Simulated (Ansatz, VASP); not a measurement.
**Two plane-wave programs on Sn3PbSe4**

The input INCAR:

```
SYSTEM = Sn3PbSe4
  PREC = Accurate
  ENCUT = 520
  EDIFF = 1E-7
  ISMEAR = 0
  SIGMA = 0.1
  LREAL = .False.
  LASPH = .True.
  NELM = 80
  ALGO = Normal
  ISIF = 2
  LWAVE = .False.
  LCHARG = .True.
  GGA = PE
  LELF = .True.
  LVHAR = .True.
  NBANDS = 50
```

Contents of KPOINTS:

```
regular mesh
0
Gamma
  4 4 4
  0 0 0
```

Contents of POSCAR:

```
Sn3PbSe4
1.0
   -3.0555894300      3.0555894300      6.1111788500
    3.0555894300     -3.0555894300      6.1111788500
    3.0555894300      3.0555894300     -6.1111788500
Sn Pb Se
3 1 4
Direct
    0.7500000000      0.2500000000      0.5000000000
    0.5000000000      0.5000000000      0.0000000000
    0.2500000000      0.7500000000      0.5000000000
    0.0000000000      0.0000000000      0.0000000000
    0.7500000000      0.7500000000      0.0000000000
    0.5000000000      0.0000000000      0.5000000000
    0.2500000000      0.2500000000      0.0000000000
    0.0000000000      0.5000000000      0.5000000000
```

Input for Ansatz:

```yaml
crystal:
  lattice:
    - [-3.05558943, 3.05558943, 6.11117885]
    - [3.05558943, -3.05558943, 6.11117885]
    - [3.05558943, 3.05558943, -6.11117885]
  atoms:
    - { symbol: Sn, position: [0.75, 0.25, 0.5] }
    - { symbol: Sn, position: [0.5, 0.5, 0.0] }
    - { symbol: Sn, position: [0.25, 0.75, 0.5] }
    - { symbol: Pb, position: [0.0, 0.0, 0.0] }
    - { symbol: Se, position: [0.75, 0.75, 0.0] }
    - { symbol: Se, position: [0.5, 0.0, 0.5] }
    - { symbol: Se, position: [0.25, 0.25, 0.0] }
    - { symbol: Se, position: [0.0, 0.5, 0.5] }
basis:
  ecutwfc: 420
kpoints:
  mp_grid: { grid: [4, 4, 4] }
hamiltonian:
  xc: pbe
scf:
  occupations: { method: gaussian, width: 0.1 }
  lower_state_search: "off"
output:
  forces: true
  stress: true
  eigenvalues: true
```

Alike in both runs: task single point; functional PBE; k mesh 4 × 4 × 4; occupations gaussian, width 0.1 eV; no spin polarisation.

```csv
,VASP,Ansatz
version,VASP 6.6.1,Ansatz 0.2.0
potentials or method,"VASP PAW PBE potentials, release 64 (Sn_d, Pb_d, Se), cutoff 520 eV","scalar-relativistic, plane waves, PAW"
valence electrons in the cell,80,120
```

|  | VASP | Ansatz | Ansatz less VASP |
| --- | --- | --- | --- |
| gap on the k mesh at the Fermi level (eV) | 0.11 | 0.11 | +0.001 |
| least direct gap on the mesh (eV) | 0.11 | 0.11 | +0.001 |
| pressure (GPa) | -0.3 | -0.3 | +0.01 |
| traceless stress, the component that is largest in VASP (GPa) | -0.38 | -0.38 | 0.000 |
| rms of the force components (eV/Å) | 0.060 | 0.060 | +0.0001 |

Atom by atom the forces differ by 0.000 eV/Å (rms over components). VASP's potentials hold 80 valence electrons a cell and Ansatz's 120, so a difference there can come from the potentials and not from the codes.

Spin-orbit coupling is off throughout.
